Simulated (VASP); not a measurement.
# C (Fm-3m) in VASP: further runs

C is run at these levels: PBEsol; tasks: single point, relaxation of cell and atoms.

Everything below comes from runs of VASP 6.6.1. Logs are shortened: lines on timing, memory, paths and dates and some standing lists are left out, and cuts for length are marked.

## Step 1: The cell of the first run

Symmetry: Fm-3m, No. 225, cubic system. The conventional cell has a = 3.031 Å, b = 3.031 Å, c = 3.031 Å, α = 90.00°, β = 90.00°, γ = 90.00°. C (site symmetry m-3m) has 12 C at 2.14 Å within 2.8 Å.

## Step 2: Single point, PBEsol

The input, INCAR:

```
SYSTEM = C
PREC = Accurate
ENCUT = 600
EDIFF = 1E-6
ISMEAR = 1
SIGMA = 0.05
LREAL = .False.
LASPH = .True.
NELM = 120
ALGO = Normal
ISIF = 2
LWAVE = .False.
LCHARG = .True.
GGA = PS
LELF = .True.
LVHAR = .True.
NBANDS = 8
GGA_COMPAT = .False.
```

The input, KPOINTS:

```
regular mesh
0
Gamma
  11 11 11
  0 0 0
```

The input, POSCAR:

```
C
1.0
    0.0000000000      1.5153198622      1.5153198622
    1.5153198622      0.0000000000      1.5153198622
    1.5153198622      1.5153198622      0.0000000000
C
1
Direct
    0.0000000000      0.0000000000      0.0000000000
```

Potentials or basis: VASP PAW PBE potentials, release 64 (C).

Run with:

```sh
> cat potpaw_PBE.64/C/POTCAR > POTCAR
> mpirun -np 1 vasp_std > vasp.out
```

OUTCAR:

```text
SYSTEM = C
   PREC = Accurate
   ENCUT = 600
   EDIFF = 1E-6
   ISMEAR = 1
   LREAL = .False.
   LASPH = .True.
   NELM = 120
   ISIF = 2
   GGA = PS

 ion  position               nearest neighbor table
   1  0.000  0.000  0.000-

  LATTYP: Found a face centered cubic cell.
 ALAT       =     3.0306397244

  Lattice vectors:

 A1 = (   0.0000000000,   1.5153198622,   1.5153198622)
 A2 = (   1.5153198622,   0.0000000000,   1.5153198622)
 A3 = (   1.5153198622,   1.5153198622,   0.0000000000)

Analysis of symmetry for initial positions (statically):
=====================================================================
 Subroutine PRICEL returns:
 Original cell was already a primitive cell.

 Routine SETGRP: Setting up the symmetry group for a
 face centered cubic supercell.

 Subroutine GETGRP returns: Found 48 space group operations
 (whereof 48 operations were pure point group operations)
 out of a pool of 48 trial point group operations.

The static configuration has the point symmetry O_h .

Analysis of symmetry for dynamics (positions and initial velocities):
=====================================================================
 Subroutine PRICEL returns:
 Original cell was already a primitive cell.

 Routine SETGRP: Setting up the symmetry group for a
 face centered cubic supercell.

 Subroutine GETGRP returns: Found 48 space group operations
 (whereof 48 operations were pure point group operations)
 out of a pool of 48 trial point group operations.

The dynamic configuration has the point symmetry O_h .

 Subroutine INISYM returns: Found 48 space group operations
 (whereof 48 operations are pure point group operations),
 and found     1 'primitive' translations

----------------------------------------------------------------------------------------

                                     Primitive cell

  volume of cell :       6.9589

  direct lattice vectors                    reciprocal lattice vectors
     0.000000000  1.515319862  1.515319862    -0.329963338  0.329963338  0.329963338
     1.515319862  0.000000000  1.515319862     0.329963338 -0.329963338  0.329963338
     1.515319862  1.515319862  0.000000000     0.329963338  0.329963338 -0.329963338

  length of vectors
     2.142985900  2.142985900  2.142985900     0.571513266  0.571513266  0.571513266

  position of ions in fractional coordinates (direct lattice)
     0.000000000  0.000000000  0.000000000

  ion indices of the primitive-cell ions
   primitive index   ion index
                 1           1

----------------------------------------------------------------------------------------

 KPOINTS: regular mesh

Automatic generation of k-mesh.
 Grid dimensions read from file:
 generate k-points for:   11   11   11

 Generating k-lattice:

  Cartesian coordinates                     Fractional coordinates (reciprocal lattice)
    -0.029996667  0.029996667  0.029996667     0.090909091  0.000000000  0.000000000
     0.029996667 -0.029996667  0.029996667     0.000000000  0.090909091  0.000000000
     0.029996667  0.029996667 -0.029996667     0.000000000  0.000000000  0.090909091

  Length of vectors
     0.051955751  0.051955751  0.051955751

  Shift w.r.t. Gamma in fractional coordinates (k-lattice)
     0.000000000  0.000000000  0.000000000

 Subroutine IBZKPT returns following result:
 ===========================================

 Found     56 irreducible k-points:

 Following reciprocal coordinates:
            Coordinates               Weight
  0.000000  0.000000  0.000000      1.000000
  0.090909  0.000000  0.000000      8.000000
  0.181818  0.000000  0.000000      8.000000
  0.272727  0.000000  0.000000      8.000000
  0.363636  0.000000  0.000000      8.000000
  0.454545  0.000000  0.000000      8.000000
[... 16 lines left out ...]
 -0.272727  0.181818  0.000000     24.000000
 -0.181818  0.181818  0.000000     12.000000
 [... further k-points ...]
   k-points           NKPTS =     56   k-points in BZ     NKDIM =     56   number of bands    NBANDS=      8
   number of dos      NEDOS =    301   number of ions     NIONS =      1
   total plane-waves  NPLWV =   5832
   dimension x,y,z NGX =    18 NGY =   18 NGZ =   18
   dimension x,y,z NGXF=    36 NGYF=   36 NGZF=   36
   ions per type =               1
   NGX,Y,Z   is equivalent  to a cutoff of  13.96, 13.96, 13.96 a.u.
   NGXF,Y,Z  is equivalent  to a cutoff of  27.93, 27.93, 27.93 a.u.
 SYSTEM =  C
   PREC   = accura    normal or accurate (medium, high low for compatibility)
   ISTART =      0    job   : 0-new  1-cont  2-samecut
   ICHARG =      2    charge: 1-file 2-atom 10-const
   ISPIN  =      1    spin polarized calculation?
   LNONCOLLINEAR =      F non collinear calculations
   LSORBIT =      F    spin-orbit coupling
   LASPH  =      T    aspherical Exc in radial PAW
   ENCUT  =  600.0 eV  44.10 Ry    6.64 a.u.   4.28  4.28  4.28*2*pi/ulx,y,z
   NELM   =    120;   NELMIN=  2; NELMDL= -5     # of ELM steps
   EDIFF  = 0.1E-05   stopping-criterion for ELM
   LREAL  =      F    real-space projection
   EDIFFG = 0.1E-04   stopping-criterion for IOM
   NSW    =      0    number of steps for IOM
   IBRION =     -1    ionic relax: 0-MD 1-quasi-New 2-CG
   NFREE  =      0    steps in history (QN), initial steepest desc. (CG)
   ISIF   =      2    stress and relaxation
   ISYM   =      2    0-nonsym 1-usesym 2-fastsym
   POTIM  = 0.5000    time-step for ionic-motion
   TEBEG  =    0.0;   TEEND  =   0.0 temperature during run
   PSTRESS=    0.0 pullay stress
   NELECT =       4.0000    total number of electrons
   NUPDOWN=      -1.0000    fix difference up-down
   EMIN   =  10.00;   EMAX   =-10.00  energy-range for DOS
   EFERMI =   0.00;   METHOD = LEGACY
   ISMEAR =     1;   SIGMA  =   0.05  broadening in eV -4-tet -1-fermi 0-gaus
   EFERMI_NEDOS =   21; number of points for ismear=-14 and -15
   IALGO  =     38    algorithm
   IMIX   =      4    mixing-type and parameters
     AMIX     =   0.40;   BMIX     =  1.00
     AMIX_MAG =   1.60;   BMIX_MAG =  1.00
  volume/ion in A,a.u.               =       6.96        46.96
  Fermi-wavevector in a.u.,A,eV,Ry     =   1.361175  2.572247 25.208825  1.852796
  Thomas-Fermi vector in A             =   2.487773
   LORBIT       =      0    0 simple, 1 ext, 2 COOP (PROOUT), +10 PAW based schemes
   GGA     = PS    functional components
   LHFCALC =     F    Hartree Fock is set to
   AEXX    =    0.0000 exact exchange contribution
   IVDW    =     0    specifies the selected vdW correction
   LEPSILON=     F    determine dielectric tensor
   LRPA    =     F    only Hartree local field effects (RPA)
 non-spin polarized calculation
 Methfessel and Paxton  Order N= 1 SIGMA  =   0.05
  energy-cutoff  :      600.00
  volume of cell :        6.96
 maximum number of plane-waves:       259
 NGX is ok and might be reduce to    18
   NGX =  9   NGY =  9   NGZ =  9

 number of electron       4.0000000 magnetization

 Free energy of the ion-electron system (eV)
  ---------------------------------------------------
  ext. energy  EPLUGINS =         0.00000000
  ---------------------------------------------------
  free energy    TOTEN  =        -5.20299661 eV

  energy without entropy =       -5.20312613  energy(sigma->0) =       -5.20303978

 E-fermi :   8.3803     XC(G=0): -13.0250

 val. band max:        8.2802311232   @ k =   0.3636   0.1818   0.0000
 cond. band min:       8.4108970123   @ k =  -0.4545   0.2727   0.0000
 fundamental gap:      0.1306658891
 Fermi energy:         8.3802648617

 k-point     1 :       0.0000    0.0000    0.0000
  band No.  band energies     occupation
      1     -11.1731      2.00000
      2      16.6741      0.00000
      3      16.6741      0.00000
      4      16.6741      0.00000
      5      38.8386      0.00000
      6      38.8386      0.00000
      7      38.8386      0.00000
      8      40.6302      0.00000

 k-point     2 :       0.0909    0.0000    0.0000
  band No.  band energies     occupation
      1     -10.8324      2.00000
      2      15.6332      0.00000
      3      16.4940      0.00000
      4      16.4940      0.00000
      5      36.4000      0.00000
      6      39.3207      0.00000
      7      39.3207      0.00000
      8      40.4085      0.00000

 k-point     3 :       0.1818    0.0000    0.0000
  band No.  band energies     occupation
      1      -9.8129      2.00000
      2      12.7797      0.00000
      3      16.0481      0.00000
      4      16.0481      0.00000
      5      34.3219      0.00000
      6      39.7616      0.00000
      7      39.8380      0.00000
      8      39.8380      0.00000

 k-point     4 :       0.2727    0.0000    0.0000
  band No.  band energies     occupation
      1      -8.1227      2.00000
      2       8.8748     -0.00000
      3      15.5319      0.00000
      4      15.5319      0.00000
      5      33.5795      0.00000
      6      38.6937      0.00000
      7      38.6937      0.00000
      8      38.8333      0.00000

 k-point     5 :       0.3636    0.0000    0.0000
  band No.  band energies     occupation
      1      -5.7786      2.00000
      2       4.6991      2.00000
      3      15.1117      0.00000
      4      15.1117      0.00000
      5      33.5603      0.00000
      6      37.1573      0.00000
      7      37.1573      0.00000
      8      37.9354      0.00000
[... 177 lines left out ...]
 k-point    22 :      -0.3636    0.1818    0.0000
  band No.  band energies     occupation
      1      -2.7206      2.00000
      2       3.0782      2.00000
      3      10.7765      0.00000
      4      14.2390      0.00000
      5      29.8581      0.00000
      6      35.7573      0.00000
      7      39.2376      0.00000
      8      40.9311      0.00000

 k-point    23 :      -0.2727    0.1818    0.0000
  band No.  band energies     occupation
      1      -5.4513      2.00000
      2       7.0297      2.00000
      3      10.6313      0.00000
      4      15.1113      0.00000
      5      31.6561      0.00000
      6      34.9781      0.00000
      7      39.5410      0.00000
      8      41.0042      0.00000

 k-point    24 :      -0.1818    0.1818    0.0000
  band No.  band energies     occupation
      1      -7.5639      2.00000
      2      10.7574      0.00000
      3      11.1717      0.00000
      4      15.8963      0.00000
      5      34.0157      0.00000
      6      34.1608      0.00000
      7      40.5163      0.00000
      8      41.1478      0.00000

 [... further k-points ...]
[... 5 lines left out ...]
  --------------------------------------------------------------------------------------
  -------------------------------------------------------------------------------------
  Total        0.0026027      0.0026027      0.0026027      0.0000000     -0.0000000      0.0000000
  in kB        0.5992266      0.5992266      0.5992266      0.0000000     -0.0000000      0.0000000
  external PRESSURE =       0.5992266 kB  Pullay stress =       0.0000000 kB

 VOLUME and BASIS-vectors are now :
 -----------------------------------------------------------------------------
  energy-cutoff  :      600.00
  volume of cell :        6.96
      direct lattice vectors                 reciprocal lattice vectors
     0.000000000  1.515319862  1.515319862    -0.329963338  0.329963338  0.329963338
     1.515319862  0.000000000  1.515319862     0.329963338 -0.329963338  0.329963338
     1.515319862  1.515319862  0.000000000     0.329963338  0.329963338 -0.329963338

 POSITION                                       TOTAL-FORCE (eV/Angst)
 -----------------------------------------------------------------------------------
      0.00000      0.00000      0.00000         0.000000      0.000000      0.000000
 -----------------------------------------------------------------------------------
    total drift:                                0.000000      0.000000      0.000000

  FREE ENERGIE OF THE ION-ELECTRON SYSTEM (eV)
  ---------------------------------------------------
  free  energy   TOTEN  =        -5.2029966098 eV

  energy  without entropy=       -5.2031261347  energy(sigma->0) =       -5.20303978
```

Wall time 2.6 s (1 thread of Intel Xeon Platinum 8488C (Sapphire Rapids), shared host); peak memory 0.11 GiB.

Results:

```
Free energy            : -5.2030 eV
Pressure               : 0.1 GPa
Band gap on the k mesh : zero (band 2 reaches 16.67 eV, above the bottom of band 3 at 4.93 eV)
```

Caveat: the PAW data sets were made with another functional, which shifts forces and pressure a little.

## Step 3: Relaxation of cell and atoms, PBEsol

The input, INCAR:

```
PREC = Accurate
ENCUT = 600
EDIFF = 1E-7
ISMEAR = 1
SIGMA = 0.05
LREAL = False
LASPH = True
NELM = 120
ALGO = Normal
ISIF = 3
LWAVE = False
LCHARG = False
GGA = PS
IBRION = 2
NSW = 60
EDIFFG = -0.01
GGA_COMPAT = False
NELMIN = 4
```

The input, KPOINTS:

```
Automatic mesh
0
Gamma
  11 11 11
```

POSCAR is that of step 2.

Potentials or basis: VASP PAW PBE potentials, release 64 (C).

Run with:

```sh
> cat potpaw_PBE.64/C/POTCAR > POTCAR
> mpirun -np 1 vasp_std > vasp.out
```

Wall time 3 s (1 thread of Intel Xeon Platinum 8488C (Sapphire Rapids), shared host); peak memory 0.11 GiB.

The run converged. Its results:

- Free energy: -5.2030 eV
- Pressure after relaxing: 0.1 GPa
- Band gap on the k mesh: zero (band 2 reaches 16.67 eV, above the bottom of band 3 at 4.93 eV)

Final structure:
```
CELL_PARAMETERS angstrom
0.00000 1.51532 1.51532
1.51532 0.00000 1.51532
1.51532 1.51532 0.00000
ATOMIC_POSITIONS crystal
C 0.00000 0.00000 0.00000
```

Levels at points of the mesh, in eV from the Fermi level:
| k point | band 1 | band 2 | band 3 | band 4 | band 5 | band 6 |
| --- | --- | --- | --- | --- | --- | --- |
| (0.00, 0.00, 0.00) | -19.55 | 8.29 | 8.29 | 8.29 | 30.46 | 30.46 |

Caveat: the relaxation stopped at its first step, so nothing moved; the PAW data sets were made with another functional, which shifts forces and pressure a little.
